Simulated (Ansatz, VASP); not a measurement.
## One calculation of Pb, two programs

```
CELL_PARAMETERS angstrom
-1.93670 1.93670 1.93670
1.93670 -1.93670 1.93670
1.93670 1.93670 -1.93670
ATOMIC_POSITIONS crystal
Pb 0.00000 0.00000 0.00000
```

Alike in both runs: functional LDA; k mesh 15 × 15 × 15; occupations fermi-dirac, width 0.05 eV; non-collinear spin, spin-orbit coupling.

Ansatz relaxed the structure, and its values are those at the end. VASP's run is a single point on that final structure, the one shown.

|  | VASP | Ansatz |
| --- | --- | --- |
| version | VASP 6.6.1 | Ansatz 0.2.0 |
| potentials or method | VASP PAW LDA potentials, release 64 (Pb_d), cutoff 520 eV | all-electron LAPW |

VASP gave:

```
pressure (GPa) : 0.1
```

**Question.** Which values does Ansatz return?

**Answer.** Pressure (GPa): 0.0.

LDA's correlation is that of Perdew and Zunger in VASP and of Perdew and Wang (1992) in Ansatz. Ansatz ran all-electron here, and VASP with PAW potentials.
